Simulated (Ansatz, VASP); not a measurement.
## Au in VASP and in Ansatz

Contents of INCAR:

```
SYSTEM = Au
PREC = Accurate
ENCUT = 520
EDIFF = 1E-6
ISMEAR = -1
SIGMA = 0.05
LREAL = .FALSE.
LASPH = .TRUE.
NELM = 100
ALGO = Fast
ISIF = 2
LWAVE = .FALSE.
LCHARG = .FALSE.
GGA = PE
NBANDS = 18
```

The input KPOINTS:

```
Automatic mesh
0
G
  11 11 6
  0 0 0
```

POSCAR

```
Au
1.0
    1.4113099650     -2.5559330250      0.0000000000
    1.4113099650      2.5559330250      0.0000000000
    0.0000000000      0.0000000000      4.8931696100
Au
2
Direct
    0.3342500000      0.6523620000      0.2519250000
    0.6527590000      0.3125790000      0.7416850000
```

Contents of input.yaml:

```yaml
crystal:
  lattice:
    - [1.411309965, -2.555933025, 0.0]
    - [1.411309965, 2.555933025, 0.0]
    - [0.0, 0.0, 4.89316961]
  atoms:
    - { symbol: Au, position: [0.33425, 0.652362, 0.251925] }
    - { symbol: Au, position: [0.652759, 0.312579, 0.741685] }
kpoints:
  mp_grid: { grid: [11, 11, 6] }
scf:
  occupations: { method: fermi_dirac, width: 0.05 }
hamiltonian:
  xc: pbe
  pseudopotentials: { kind: all_electron, lapw: { basis_error: 0.001 } }
output:
  forces: true
  stress: true
  eigenvalues: true
  populations: true
```

Change from the starting cell: atoms moved at random, drawn with an rms of 0.05 Å.

Alike in both runs: task single point; functional PBE; k mesh 11 × 11 × 6; occupations fermi-dirac, width 0.05 eV; no spin polarisation.

|  | VASP | Ansatz |
| --- | --- | --- |
| version | VASP 6.6.1 | Ansatz 0.2.0 |
| potentials or method | VASP PAW PBE potentials, release 64 (Au), cutoff 520 eV | all-electron LAPW, scalar-relativistic |

Ansatz gave:

| Quantity | Value |
| --- | --- |
| gap on the k mesh at the Fermi level (eV) | none |
| pressure (GPa) | 3.4 |
| traceless stress, the component that is largest in VASP (GPa) | 2.90 |
| rms of the force components (eV/Å) | 0.183 |

Q: What did VASP give for the same quantities?

A: gap on the k mesh at the Fermi level (eV): none; pressure (GPa): 3.2; traceless stress, the component that is largest in VASP (GPa): 2.89; rms of the force components (eV/Å): 0.182.

Atom by atom the forces differ by 0.001 eV/Å (rms over components). A gap of «none» marks a metal or a gap that the smearing closes. Ansatz ran all-electron here, and VASP with PAW potentials.

Spin-orbit coupling is off throughout.
